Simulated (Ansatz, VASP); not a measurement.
# AgCl: VASP beside Ansatz

```xyz
2
Lattice="0.0000 2.9933 2.9933 2.9933 0.0000 2.9933 2.9933 2.9933 0.0000" Properties=species:S:1:pos:R:3 pbc="T T T"
Ag    0.0000    0.0000    0.0000
Cl    1.4966    1.4966    1.4966
```

Alike in both runs: task single point; functional r2SCAN; k mesh 8 × 8 × 8; no spin polarisation.

|  | VASP | Ansatz |
| --- | --- | --- |
| version | VASP 6.6.1 | Ansatz 0.2.0 |
| potentials or method | VASP PAW PBE potentials, release 64 (Ag, Cl) | plane waves, PAW |
| plane-wave cutoff (eV) | 520 | 500 |
| occupations | gaussian, width 0.01 eV | fixed |
| valence electrons in the cell | 18 | 26 |

|  | VASP | Ansatz | Ansatz less VASP |
| --- | --- | --- | --- |
| gap on the k mesh at the Fermi level (eV) | 1.60 | 1.65 | +0.047 |
| pressure (GPa) | -0.1 | 0.0 | +0.06 |

VASP's potentials were made for PBE, not for r2SCAN. VASP's potentials hold 18 valence electrons a cell and Ansatz's 26, so a difference there can come from the potentials and not from the codes.
